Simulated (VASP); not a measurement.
Write the native input for VASP 6.6.1 that does the following.

```yaml
Task: single point
Functional: r2SCAN
Potentials_or_basis: VASP PAW PBE potentials, release 64 (Cd_sv_GW, S)
Cutoff: 700 eV
k_mesh: 6 × 6 × 4
Occupations: gaussian, width 0.01 eV
Spin: no spin polarisation
Dipole_correction: no
Further_INCAR_settings: ALGO = Normal; EDIFF = 1e-06; NBANDS = 20
```

The system is CdS.

```
CELL_PARAMETERS angstrom
4.17418 0.00000 0.00000
-2.08709 3.61495 0.00000
0.00000 0.00000 5.68569
ATOMIC_POSITIONS crystal
Cd 0.00000 0.00000 0.44269
S 0.66667 0.33333 0.43431
```

The input as run:

POSCAR

```
CdS
1.0
    4.1741829389      0.0000000000      0.0000000000
   -2.0870914694      3.6149480049      0.0000000000
    0.0000000000      0.0000000000      5.6856872434
Cd S
1 1
Direct
    0.0000000000      0.0000000000      0.4426920000
    0.6666666667      0.3333333333      0.4343080000
```

INCAR.step1

```
PREC = Accurate
ENCUT = 700
ISMEAR = 0
SIGMA = 0.01
LREAL = F
LASPH = T
NELM = 120
NBANDS = 20
GGA = PE
ALGO = Normal
EDIFF = 1E-5
LWAVE = T
LCHARG = F
GGA_COMPAT = F
```

INCAR.step2

```
PREC = Accurate
ENCUT = 700
EDIFF = 1E-6
ISMEAR = 0
SIGMA = 0.01
LREAL = F
LASPH = T
NELM = 120
ALGO = Normal
ISIF = 2
LWAVE = F
LCHARG = F
METAGGA = R2SCAN
LMIXTAU = T
NBANDS = 20
ISTART = 1
GGA_COMPAT = F
```

KPOINTS

```
regular mesh
0
Gamma
  6 6 4
```

Potentials or basis: VASP PAW PBE potentials, release 64 (Cd_sv_GW, S).

Launch:

```console
$ cat potpaw_PBE.64/Cd_sv_GW/POTCAR potpaw_PBE.64/S/POTCAR > POTCAR
$ cp INCAR.step1 INCAR
$ mpirun -np 1 vasp_std > vasp.out
$ cp INCAR.step2 INCAR
$ mpirun -np 1 vasp_std > vasp.out
```

It gave:

```
Pressure               : 1.1 GPa
Band gap on the k mesh : 2.00 eV (least direct gap 2.00 eV)
```

Caveat: the PAW data sets were made with another functional, which shifts forces and pressure a little.

It took 120 s on 1 thread of Intel(R) Xeon(R) Platinum 8488C (Sapphire Rapids), on a shared host, peak memory 0.31 GiB.
